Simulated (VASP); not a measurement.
ZnCd2Te3: single point with PBE

Crystal: ZnCd2Te3.

```
CELL_PARAMETERS angstrom
3.75648 2.16881 3.55132
-3.75648 2.16881 3.55132
0.00000 -4.33761 3.55132
ATOMIC_POSITIONS crystal
Zn 0.50000 0.50000 0.50000
Cd 0.12854 0.12854 0.12854
Cd 0.87146 0.87146 0.87146
Te 0.00000 0.50000 0.50000
Te 0.50000 0.50000 0.00000
Te 0.50000 0.00000 0.50000
```

The cell was generated, and may not be a known phase.

```
Program                : VASP 6.6.1
Task                   : single point
Functional             : PBE
Potentials or basis    : VASP PAW PBE potentials, release 64 (Zn, Cd, Te)
Cutoff                 : 520 eV
k mesh                 : 6 × 6 × 6
Occupations            : gaussian, width 0.1 eV
Spin                   : no spin polarisation
Dipole correction      : no
Further INCAR settings : ALGO = Normal; EDIFF = 1e-06; NBANDS = 36
```

```
Pressure               : 0.1 GPa
Largest force          : 0.010 eV/Å
Band gap on the k mesh : zero (bands 27 and 28 overlap by 1.07 eV)
```

Forces in eV/Å, atoms in the order of the input:
```
Zn   0.000  0.000  0.000
Cd   0.000  0.000  0.010
Cd   0.000  0.000 -0.010
Te   0.000  0.000  0.000
Te   0.000  0.000  0.000
Te   0.000  0.000  0.000
```

Stress tensor (GPa, compression positive):
```
0.07 0.00 0.00
0.00 0.07 0.00
0.00 0.00 0.19
```

Levels at points of the mesh, in eV from the Fermi level:
| k point | band 24 | band 25 | band 26 | band 27 | band 28 | band 29 | band 30 | band 31 |
| --- | --- | --- | --- | --- | --- | --- | --- | --- |
| (0.00, 0.00, 0.00) | -1.20 | -1.20 | -0.65 | -0.08 | -0.05 | -0.05 | 2.77 | 2.77 |
| (0.50, 0.00, 0.00) | -1.55 | -1.41 | -1.20 | 0.14 | 0.17 | 0.69 | 2.77 | 3.73 |
| (0.50, 0.50, 0.00) | -1.80 | -1.34 | -0.38 | 0.04 | 0.69 | 1.33 | 3.46 | 3.46 |
| (0.50, 0.50, 0.50) | -0.02 | -0.02 | 0.78 | 0.78 | 0.78 | 3.49 | 3.59 | 3.59 |

It took 82 s on 1 thread of Intel(R) Xeon(R) 6975P-C (Granite Rapids), with other jobs on the host, peak memory 0.38 GiB.

Caveat: spin-orbit coupling is left out, which moves the levels of the heavy elements.
